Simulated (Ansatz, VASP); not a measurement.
Two plane-wave programs on Re

```
Re
1.0
     0.00000    1.89600    1.89600
     1.89600    0.00000    1.89600
     1.89600    1.89600    0.00000
Re
1
Direct
  0.00000 0.00000 0.00000
```

Change from the starting cell: strain -0.040 along x and y, -0.040 along z, atoms carried along.

Alike in both runs: task single point; functional PBEsol; k mesh 20 × 20 × 20; occupations gaussian, width 0.15 eV; no spin polarisation.

|  | VASP | Ansatz |
| --- | --- | --- |
| version | VASP 6.6.1 | Ansatz 0.2.0 |
| potentials or method | VASP PAW PBE potentials, release 64 (Re), cutoff 520 eV | scalar-relativistic, plane waves, PAW |
| valence electrons in the cell | 7 | 15 |

```tsv
	VASP	Ansatz	Ansatz less VASP
gap on the k mesh at the Fermi level (eV)	none	none	-
pressure (GPa)	31.9	31.1	-0.84
```

VASP's potentials were made for PBE, not for PBEsol. A gap of «none» marks a metal or a gap that the smearing closes. Both programs put the cell under a high pressure, so it lies far from rest at this level. With one functional, cell and mesh, what is left measures potentials, basis and numerics. VASP's potentials hold 7 valence electrons a cell and Ansatz's 15, so a difference there can come from the potentials and not from the codes.

Neither program's run includes spin-orbit coupling.
